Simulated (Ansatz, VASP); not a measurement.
**ZnS: VASP beside Ansatz**

```
CELL_PARAMETERS angstrom
0.00000 -2.72156 -2.72156
0.00000 2.72156 -2.72156
5.44313 0.00000 0.00000
ATOMIC_POSITIONS crystal
Zn 0.50000 0.50000 0.50000
Zn 0.00000 0.00000 0.00000
S 0.00000 0.50000 0.25000
S 0.50000 0.00000 0.75000
```

Alike in both runs: task single point; functional PBE; k mesh 6 × 6 × 4; occupations gaussian, width 0.05 eV; no spin polarisation.

```csv
,VASP,Ansatz
version,VASP 6.6.1,Ansatz 0.2.0
potentials or method,"VASP PAW PBE potentials, release 64 (Zn, S), cutoff 520 eV","scalar-relativistic, plane waves, PAW"
valence electrons in the cell,36,36
```

Ansatz gave:

```
gap on the k mesh at the Fermi level (eV) : 2.02
least direct gap on the mesh (eV)         : 2.02
pressure (GPa)                            : 0.0
```

Q: Which values does VASP return?

A: gap on the k mesh at the Fermi level (eV): 2.02; least direct gap on the mesh (eV): 2.02; pressure (GPa): 0.2.
